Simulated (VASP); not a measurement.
A run of VASP 6.6.1 is set up as follows.

The input INCAR:

```
SYSTEM = BP
ALGO = Normal ; EDIFF = 1E-8
ENCUT = 520 ; GGA = CA
ISIF = 2 ; ISMEAR = -1
LASPH = .True. ; LCHARG = .False.
LEFG = .True. ; LREAL = .False.
LWAVE = .False. ; NBANDS = 11
NELM = 100 ; PREC = Accurate
SIGMA = 0.08
```

KPOINTS

```
k-points
0
Gamma
  12 12 12
  0 0 0
```

File POSCAR:

```
BP
1.0
    0.0000000000      2.2614113146      2.2614113146
    2.2614113146      0.0000000000      2.2614113146
    2.2614113146      2.2614113146      0.0000000000
B P
1 1
Direct
    0.0000000000      0.0000000000      0.0000000000
    0.7500000000      0.7500000000      0.7500000000
```

Potentials or basis: VASP PAW LDA potentials, release 64 (B, P).

The run is started by

```bash
$ cat potpaw_LDA.64/B/POTCAR potpaw_LDA.64/P/POTCAR > POTCAR
$ mpirun -np 1 vasp_std > vasp.out
```

Task: What does it give for the pressure?

Result: -3.7 GPa.

Task: What does it give for the band gap on the k mesh?

Result: 1.17 eV, indirect (least direct gap 3.39 eV).

Caveat: without QUAD_EFG the Cq values of the log hold for a quadrupole moment of 1 mb, not for the nuclei. A k mesh can miss the band edges.
